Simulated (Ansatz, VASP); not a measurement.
**SiO2 in VASP and in Ansatz**

```xyz
6
Lattice="-2.4731 2.4731 3.6568 2.4731 -2.4731 3.6568 2.4731 2.4731 -3.6568" Properties=species:S:1:pos:R:3 pbc="T T T"
Si    0.0000    0.0000    0.0000
Si    0.0000    2.4731    1.8284
O     0.4854    1.2366    0.9142
O     1.2366    2.9585    2.7426
O    -1.2366    1.9878    2.7426
O    -0.4854    3.7097    0.9142
```

Alike in both runs: task single point; functional PBE; k mesh 8 × 8 × 8; occupations fermi-dirac, width 0.02 eV; no spin polarisation.

|  | VASP | Ansatz |
| --- | --- | --- |
| version | VASP 6.6.1 | Ansatz 0.2.0 |
| potentials or method | VASP PAW PBE potentials, release 64 (Si, O) | plane waves, PAW |
| plane-wave cutoff (eV) | 520 | 420 |
| valence electrons in the cell | 32 | 32 |

Ansatz gave:

- gap on the k mesh at the Fermi level (eV): 5.93
- pressure (GPa): 4.4
- traceless stress, the component that is largest in VASP (GPa): -0.11
- rms of the force components (eV/Å): 0.126

Question: Which values does VASP return?

Answer: gap on the k mesh at the Fermi level (eV): 5.93; pressure (GPa): 4.6; traceless stress, the component that is largest in VASP (GPa): -0.08; rms of the force components (eV/Å): 0.125.

Atom by atom the forces differ by 0.001 eV/Å (rms over components).
